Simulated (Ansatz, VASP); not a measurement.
AlRu: VASP beside Ansatz

```
Ru Al
1.0
     3.00436    0.00000    0.00000
     0.00000    4.24880    0.00000
     0.00000    0.00000   20.24880
Ru Al
3 3
Direct
  0.75000 0.25000 0.39689
  0.75000 0.75000 0.50000
  0.75000 0.25000 0.60311
  0.25000 0.75000 0.39601
  0.25000 0.25000 0.50000
  0.25000 0.75000 0.60399
```

Alike in both runs: functional PBE; k mesh 12 × 9 × 1; occupations fermi-dirac, width 0.1 eV; no spin polarisation.

Ansatz relaxed the structure, and its values are those at the end. VASP's run is a single point on that final structure, the one shown.

|  | VASP | Ansatz |
| --- | --- | --- |
| version | VASP 6.6.1 | Ansatz 0.2.0 |
| potentials or method | VASP PAW PBE potentials, release 64 (Ru_pv, Al), cutoff 520 eV | all-electron LAPW, scalar-relativistic |

|  | VASP | Ansatz | Ansatz less VASP |
| --- | --- | --- | --- |
| rms of the force components (eV/Å) | 0.004 | 0.001 | -0.0024 |

Ansatz ran all-electron here, and VASP with PAW potentials.
